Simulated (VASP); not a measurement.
NiPt, 2 atoms in the cell. The structure is tetragonal, space group P4/mmm (No. 123). Conventional cell: a = 2.710 Å, b = 2.710 Å, c = 3.578 Å, α = 90.00°, β = 90.00°, γ = 90.00°. Ni (site symmetry 4/mmm) has 8 Pt at 2.62 Å and 6 Ni at 2.71 to 3.58 Å within 3.6 Å. Pt (site symmetry 4/mmm) has 8 Ni at 2.62 Å and 6 Pt at 2.71 to 3.58 Å within 3.6 Å. 

- Program: VASP 6.6.1
- Task: single point
- Functional: PBEsol
- Potentials or basis: VASP PAW PBE potentials, release 64 (Ni, Pt)
- Cutoff: 520 eV
- k mesh: 12 × 12 × 9
- Occupations: fermi-dirac, width 0.05 eV
- Spin: collinear spin, zero start
- Starting moments: [0.0, 0.0] μB
- Fixed moment: 0 μB
- Dipole correction: no
- Further INCAR settings: ALGO = Normal; EDIFF = 1e-06; NBANDS = 21

Potentials or basis: VASP PAW PBE potentials, release 64 (Ni, Pt).

The run is started by

```bash
$ cat potpaw_PBE.64/Ni/POTCAR potpaw_PBE.64/Pt/POTCAR > POTCAR
$ mpirun -np 1 vasp_std > vasp.out
```

Hardware: 1 thread of AMD EPYC 9R45 96-Core Processor (Zen 5), on a shared host.

Q: Estimate the wall time of this run.

A: Run time: 60 s on 1 thread of AMD EPYC 9R45 96-Core Processor (Zen 5) (shared host), peak memory 0.2 GiB. Counts: scf iterations 13, k points 140.
